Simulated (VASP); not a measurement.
# Ag (I4/mmm) in VASP: further runs

Runs on Ag. Level: PBEsol. Tasks: single point.

Everything below comes from runs of VASP 6.6.1. Logs are shortened: lines on timing, memory, paths and dates and some standing lists are left out, and cuts for length are marked.

## Step 1: The cell of the first run

The structure is tetragonal, space group I4/mmm (No. 139). Conventional cell: a = 3.444 Å, b = 3.444 Å, c = 3.046 Å, α = 90.00°, β = 90.00°, γ = 90.00°. Within 3.8 Å of Ag (site symmetry 4/mmm) lie 14 Ag at 2.87 to 3.44 Å.

## Step 2: Single point, PBEsol (strain +0.040 along x and y, -0.080 along z)

The input, INCAR:

```
SYSTEM = Ag
ALGO = Normal
EDIFF = 1E-6
ENCUT = 520
GGA = PS
ISIF = 2
ISMEAR = 0
LASPH = .TRUE.
LCHARG = .TRUE.
LELF = .TRUE.
LREAL = .FALSE.
LVHAR = .TRUE.
LWAVE = .FALSE.
NBANDS = 12
NELM = 100
PREC = Accurate
SIGMA = 0.15
```

The input, KPOINTS:

```
k-points
0
G
  20 20 20
  0 0 0
```

The input, POSCAR:

```
Ag
1.0
   -1.7218801600      1.7218801600      1.5232016800
    1.7218801600     -1.7218801600      1.5232016800
    1.7218801600      1.7218801600     -1.5232016800
Ag
1
Direct
    0.0000000000      0.0000000000      0.0000000000
```

Potentials or basis: VASP PAW PBE potentials, release 64 (Ag).

Launch:

```
$ cat potpaw_PBE.64/Ag/POTCAR > POTCAR
$ mpirun -np 1 vasp_std > vasp.out
```

OUTCAR:

```text
SYSTEM = Ag
   EDIFF = 1E-6
   ENCUT = 520
   GGA = PS
   ISIF = 2
   ISMEAR = 0
   LASPH = .TRUE.
   LREAL = .FALSE.
   NELM = 100
   PREC = Accurate

 ion  position               nearest neighbor table
   1  0.000  0.000  0.000-

  LATTYP: Found a body centered tetragonal cell.
 ALAT       =     3.4437603200
 C/A-ratio  =     0.8846153846

  Lattice vectors:

 A1 = (  -1.7218801600,   1.7218801600,   1.5232016800)
 A2 = (   1.7218801600,  -1.7218801600,   1.5232016800)
 A3 = (   1.7218801600,   1.7218801600,  -1.5232016800)

Analysis of symmetry for initial positions (statically):
=====================================================================
 Subroutine PRICEL returns:
 Original cell was already a primitive cell.

 Routine SETGRP: Setting up the symmetry group for a
 body centered tetragonal supercell.

 Subroutine GETGRP returns: Found 16 space group operations
 (whereof 16 operations were pure point group operations)
 out of a pool of 16 trial point group operations.

The static configuration has the point symmetry D_4h.

Analysis of symmetry for dynamics (positions and initial velocities):
=====================================================================
 Subroutine PRICEL returns:
 Original cell was already a primitive cell.

 Routine SETGRP: Setting up the symmetry group for a
 body centered tetragonal supercell.

 Subroutine GETGRP returns: Found 16 space group operations
 (whereof 16 operations were pure point group operations)
 out of a pool of 16 trial point group operations.

The dynamic configuration has the point symmetry D_4h.

 Subroutine INISYM returns: Found 16 space group operations
 (whereof 16 operations are pure point group operations),
 and found     1 'primitive' translations

----------------------------------------------------------------------------------------

                                     Primitive cell

  volume of cell :      18.0644

  direct lattice vectors                    reciprocal lattice vectors
    -1.721880160  1.721880160  1.523201680     0.000000000  0.290380255  0.328255940
     1.721880160 -1.721880160  1.523201680     0.290380255  0.000000000  0.328255940
     1.721880160  1.721880160 -1.523201680     0.290380255  0.290380255  0.000000000

  length of vectors
     2.872261466  2.872261466  2.872261466     0.438260944  0.438260944  0.410659695

  position of ions in fractional coordinates (direct lattice)
     0.000000000  0.000000000  0.000000000

  ion indices of the primitive-cell ions
   primitive index   ion index
                 1           1

----------------------------------------------------------------------------------------

 KPOINTS: k-points

Automatic generation of k-mesh.
 Grid dimensions read from file:
 generate k-points for:   20   20   20

 Generating k-lattice:

  Cartesian coordinates                     Fractional coordinates (reciprocal lattice)
     0.000000000  0.014519013  0.016412797     0.050000000  0.000000000  0.000000000
     0.014519013  0.000000000  0.016412797     0.000000000  0.050000000  0.000000000
     0.014519013  0.014519013  0.000000000     0.000000000  0.000000000  0.050000000

  Length of vectors
     0.021913047  0.021913047  0.020532985

  Shift w.r.t. Gamma in fractional coordinates (k-lattice)
     0.000000000  0.000000000  0.000000000

 Subroutine IBZKPT returns following result:
 ===========================================

 Found    641 irreducible k-points:

 Following reciprocal coordinates:
            Coordinates               Weight
  0.000000  0.000000  0.000000      1.000000
  0.050000  0.000000 -0.000000      8.000000
  0.100000 -0.000000  0.000000      8.000000
  0.150000 -0.000000  0.000000      8.000000
  0.200000 -0.000000  0.000000      8.000000
  0.250000 -0.000000  0.000000      8.000000
[... 16 lines left out ...]
 -0.400000  0.050000  0.000000     16.000000
 -0.350000  0.050000 -0.000000     16.000000
 [... further k-points ...]
   k-points           NKPTS =    641   k-points in BZ     NKDIM =    641   number of bands    NBANDS=     12
   number of dos      NEDOS =    301   number of ions     NIONS =      1
   total plane-waves  NPLWV =  13824
   dimension x,y,z NGX =    24 NGY =   24 NGZ =   24
   dimension x,y,z NGXF=    48 NGYF=   48 NGZF=   48
   ions per type =               1
   NGX,Y,Z   is equivalent  to a cutoff of  13.89, 13.89, 13.89 a.u.
   NGXF,Y,Z  is equivalent  to a cutoff of  27.78, 27.78, 27.78 a.u.
 SYSTEM =  Ag
   PREC   = accura    normal or accurate (medium, high low for compatibility)
   ISTART =      0    job   : 0-new  1-cont  2-samecut
   ICHARG =      2    charge: 1-file 2-atom 10-const
   ISPIN  =      1    spin polarized calculation?
   LNONCOLLINEAR =      F non collinear calculations
   LSORBIT =      F    spin-orbit coupling
   LASPH  =      T    aspherical Exc in radial PAW
   ENCUT  =  520.0 eV  38.22 Ry    6.18 a.u.   5.34  5.34  5.34*2*pi/ulx,y,z
   NELM   =    100;   NELMIN=  2; NELMDL= -5     # of ELM steps
   EDIFF  = 0.1E-05   stopping-criterion for ELM
   LREAL  =      F    real-space projection
   EDIFFG = 0.1E-04   stopping-criterion for IOM
   NSW    =      0    number of steps for IOM
   IBRION =     -1    ionic relax: 0-MD 1-quasi-New 2-CG
   NFREE  =      0    steps in history (QN), initial steepest desc. (CG)
   ISIF   =      2    stress and relaxation
   ISYM   =      2    0-nonsym 1-usesym 2-fastsym
   POTIM  = 0.5000    time-step for ionic-motion
   TEBEG  =    0.0;   TEEND  =   0.0 temperature during run
   PSTRESS=    0.0 pullay stress
   NELECT =      11.0000    total number of electrons
   NUPDOWN=      -1.0000    fix difference up-down
   EMIN   =  10.00;   EMAX   =-10.00  energy-range for DOS
   EFERMI =   0.00;   METHOD = LEGACY
   ISMEAR =     0;   SIGMA  =   0.15  broadening in eV -4-tet -1-fermi 0-gaus
   EFERMI_NEDOS =   21; number of points for ismear=-14 and -15
   IALGO  =     38    algorithm
   IMIX   =      4    mixing-type and parameters
     AMIX     =   0.40;   BMIX     =  1.00
     AMIX_MAG =   1.60;   BMIX_MAG =  1.00
  volume/ion in A,a.u.               =      18.06       121.90
  Fermi-wavevector in a.u.,A,eV,Ry     =   1.387601  2.622186 26.197159  1.925437
  Thomas-Fermi vector in A             =   2.511807
   LORBIT       =      0    0 simple, 1 ext, 2 COOP (PROOUT), +10 PAW based schemes
   GGA     = PS    functional components
   LHFCALC =     F    Hartree Fock is set to
   AEXX    =    0.0000 exact exchange contribution
   IVDW    =     0    specifies the selected vdW correction
   LEPSILON=     F    determine dielectric tensor
   LRPA    =     F    only Hartree local field effects (RPA)
 non-spin polarized calculation
 Gauss-broadening in eV      SIGMA  =   0.15
  energy-cutoff  :      520.00
  volume of cell :       18.06
 maximum number of plane-waves:       513
 NGX is ok and might be reduce to    24
   NGX = 11   NGY = 11   NGZ = 11

 number of electron      11.0000000 magnetization

 Free energy of the ion-electron system (eV)
  ---------------------------------------------------
  ext. energy  EPLUGINS =         0.00000000
  ---------------------------------------------------
  free energy    TOTEN  =        -3.24406895 eV

  energy without entropy =       -3.24014460  energy(sigma->0) =       -3.24210678

 E-fermi :   7.4638     XC(G=0): -12.0678

 val. band max:        7.4601742033   @ k =  -0.2500  -0.3000   0.2000
 cond. band min:       7.4905462983   @ k =  -0.3500   0.4500   0.1500
 fundamental gap:      0.0303720950
 Fermi energy:         7.4637501135

 k-point     1 :       0.0000    0.0000    0.0000
  band No.  band energies     occupation
      1       0.0479      2.00000
      2       2.4567      2.00000
      3       3.0194      2.00000
      4       3.0194      2.00000
      5       3.5942      2.00000
      6       4.2386      2.00000
      7      24.3050      0.00000
      8      24.3050      0.00000
      9      26.8309      0.00000
     10      29.9724      0.00000
     11      29.9724      0.00000
     12      30.4962      0.00000

 k-point     2 :       0.0500    0.0000   -0.0000
  band No.  band energies     occupation
      1       0.1315      2.00000
      2       2.4735      2.00000
      3       3.0154      2.00000
      4       3.0236      2.00000
      5       3.6044      2.00000
      6       4.2192      2.00000
      7      24.2563      0.00000
      8      24.3420      0.00000
      9      26.5274      0.00000
     10      29.1967      0.00000
     11      29.4610      0.00000
     12      30.3638      0.00000

 k-point     3 :       0.1000   -0.0000    0.0000
  band No.  band energies     occupation
      1       0.3762      2.00000
      2       2.4999      2.00000
      3       3.0012      2.00000
      4       3.0607      2.00000
      5       3.6400      2.00000
      6       4.1681      2.00000
      7      24.0575      0.00000
      8      24.4366      0.00000
      9      25.5285      0.00000
     10      28.3978      0.00000
     11      28.4798      0.00000
     12      29.4925      0.00000

 k-point     4 :       0.1500   -0.0000    0.0000
  band No.  band energies     occupation
      1       0.7567      2.00000
      2       2.4824      2.00000
      3       2.9859      2.00000
      4       3.1849      2.00000
      5       3.7098      2.00000
      6       4.1023      2.00000
      7      23.4626      0.00000
      8      24.1107      0.00000
      9      24.5262      0.00000
     10      27.2198      0.00000
     11      27.8481      0.00000
     12      29.0442      0.00000

 k-point     5 :       0.2000   -0.0000    0.0000
  band No.  band energies     occupation
      1       1.2009      2.00000
      2       2.4048      2.00000
      3       3.0340      2.00000
      4       3.4116      2.00000
      5       3.8151      2.00000
      6       4.0396      2.00000
      7      21.8159      0.00000
      8      23.1940      0.00000
      9      24.4178      0.00000
     10      26.2412      0.00000
     11      27.2197      0.00000
     12      29.3674      0.00000
[... 228 lines left out ...]
      1       1.4493      2.00000
      2       1.9226      2.00000
      3       3.8980      2.00000
      4       4.3874      2.00000
      5       4.8002      2.00000
      6       7.7284      0.01258
      7      12.0102      0.00000
      8      19.7060      0.00000
      9      20.4231      0.00000
     10      26.2936      0.00000
     11      27.3530      0.00000
     12      31.2878      0.00000

 k-point    22 :      -0.4500    0.0500   -0.0000
  band No.  band energies     occupation
      1       1.5002      2.00000
      2       1.9628      2.00000
      3       3.9186      2.00000
      4       4.3009      2.00000
      5       4.6603      2.00000
      6       6.7768      2.00000
      7      13.2737      0.00000
      8      19.8648      0.00000
      9      20.7342      0.00000
     10      26.2532      0.00000
     11      27.3745      0.00000
     12      31.6935      0.00000

 k-point    23 :      -0.4000    0.0500    0.0000
  band No.  band energies     occupation
      1       1.5851      2.00000
      2       2.0363      2.00000
      3       3.9400      2.00000
      4       4.1620      2.00000
      5       4.3956      2.00000
      6       5.6749      2.00000
      7      14.9973      0.00000
      8      20.2210      0.00000
      9      21.3056      0.00000
     10      26.1668      0.00000
     11      27.4077      0.00000
     12      32.1473      0.00000

 k-point    24 :      -0.3500    0.0500   -0.0000
  band No.  band energies     occupation
      1       1.6670      2.00000
      2       2.1354      2.00000
      3       3.8765      2.00000
      4       3.9744      2.00000
      5       4.0894      2.00000
      6       4.7514      2.00000
      7      16.9180      0.00000
      8      20.7348      0.00000
      9      22.0918      0.00000
     10      26.0485      0.00000
     11      27.5093      0.00000
     12      31.9883      0.00000

 [... further k-points ...]
[... 5 lines left out ...]
  --------------------------------------------------------------------------------------
  -------------------------------------------------------------------------------------
  Total       -0.7778280     -0.7778280     -0.7866604      0.0000000      0.0000000     -0.0000000
  in kB      -68.9875771    -68.9875771    -69.7709468      0.0000000      0.0000000     -0.0000000
  external PRESSURE =     -69.2487003 kB  Pullay stress =       0.0000000 kB

 VOLUME and BASIS-vectors are now :
 -----------------------------------------------------------------------------
  energy-cutoff  :      520.00
  volume of cell :       18.06
      direct lattice vectors                 reciprocal lattice vectors
    -1.721880160  1.721880160  1.523201680     0.000000000  0.290380255  0.328255940
     1.721880160 -1.721880160  1.523201680     0.290380255  0.000000000  0.328255940
     1.721880160  1.721880160 -1.523201680     0.290380255  0.290380255  0.000000000

 POSITION                                       TOTAL-FORCE (eV/Angst)
 -----------------------------------------------------------------------------------
      0.00000      0.00000      0.00000         0.000000      0.000000      0.000000
 -----------------------------------------------------------------------------------
    total drift:                                0.000000      0.000000      0.000000

  FREE ENERGIE OF THE ION-ELECTRON SYSTEM (eV)
  ---------------------------------------------------
  free  energy   TOTEN  =        -3.2440689478 eV

  energy  without entropy=       -3.2401446044  energy(sigma->0) =       -3.24210678
```

It took 1.9 min on 1 thread of AMD EPYC 7R13 (Zen 3), shared host; peak memory 0.22 GiB.

What came out:

| Quantity | Value |
| --- | --- |
| Free energy | -3.2441 eV |
| Pressure | -6.9 GPa |

Levels at points of the mesh, in eV from the Fermi level:
| k point | band 4 | band 5 | band 6 | band 7 | band 8 | band 9 |
| --- | --- | --- | --- | --- | --- | --- |
| (0.00, 0.00, 0.00) | -4.44 | -3.87 | -3.23 | 16.84 | 16.84 | 19.37 |
| (0.50, 0.00, 0.00) | -3.01 | -2.57 | 0.29 | 4.29 | 12.51 | 13.10 |
| (0.50, 0.50, 0.00) | -3.51 | -2.62 | -0.43 | 3.05 | 14.52 | 15.93 |
| (0.50, 0.50, 0.50) | -2.81 | -2.66 | 5.57 | 5.57 | 9.18 | 10.89 |

Caveat: the cell differs from its parent crystal (strain +0.040 along x and y, -0.080 along z); the PAW data sets were made with another functional, which shifts forces and pressure a little.

## Step 3: Single point, PBEsol (strain +0.040 along x and y, -0.040 along z)

The input, INCAR:

```
SYSTEM = Ag
PREC = Accurate ; ENCUT = 520
EDIFF = 1E-6 ; ISMEAR = 0
SIGMA = 0.15 ; LREAL = .False.
LASPH = .True. ; NELM = 100
ALGO = Normal ; ISIF = 2
LWAVE = .False. ; LCHARG = .False.
GGA = PS ; NBANDS = 12
```

The input, KPOINTS:

```
Automatic mesh
0
Gamma
  20 20 20
  0 0 0
```

The input, POSCAR:

```
Ag
1.0
   -1.7218801600      1.7218801600      1.5894278400
    1.7218801600     -1.7218801600      1.5894278400
    1.7218801600      1.7218801600     -1.5894278400
Ag
1
Direct
    0.0000000000      0.0000000000      0.0000000000
```

Potentials or basis: VASP PAW PBE potentials, release 64 (Ag).

Launch:

```
$ cat potpaw_PBE.64/Ag/POTCAR > POTCAR
$ mpirun -np 1 vasp_std > vasp.out
```

Run time: 2.3 min. Hardware: 1 thread of AMD EPYC 7R13 (Zen 3), shared host; peak memory 0.22 GiB.

Results (log left out):

```yaml
Free_energy: -3.2026 eV
Pressure: -9.7 GPa
```

Stress tensor (GPa, compression positive):
```
-9.59  0.00  0.00
 0.00 -9.59  0.00
 0.00  0.00 -9.96
```

Levels at points of the mesh, in eV from the Fermi level:
```csv
k point,band 3,band 4,band 5,band 6,band 7,band 8,band 9,band 10
"(0.00, 0.00, 0.00)",-4.40,-4.40,-3.61,-3.23,17.03,17.03,18.55,21.92
"(0.50, 0.00, 0.00)",-3.45,-3.10,-2.54,0.29,3.87,12.53,13.02,18.37
"(0.50, 0.50, 0.00)",-3.70,-3.39,-2.59,-0.16,3.10,13.85,14.79,19.70
"(0.50, 0.50, 0.50)",-2.78,-2.78,-2.68,5.86,5.86,8.11,10.84,11.98
```

Caveat: the cell differs from its parent crystal (strain +0.040 along x and y, -0.040 along z); the PAW data sets were made with another functional, which shifts forces and pressure a little.
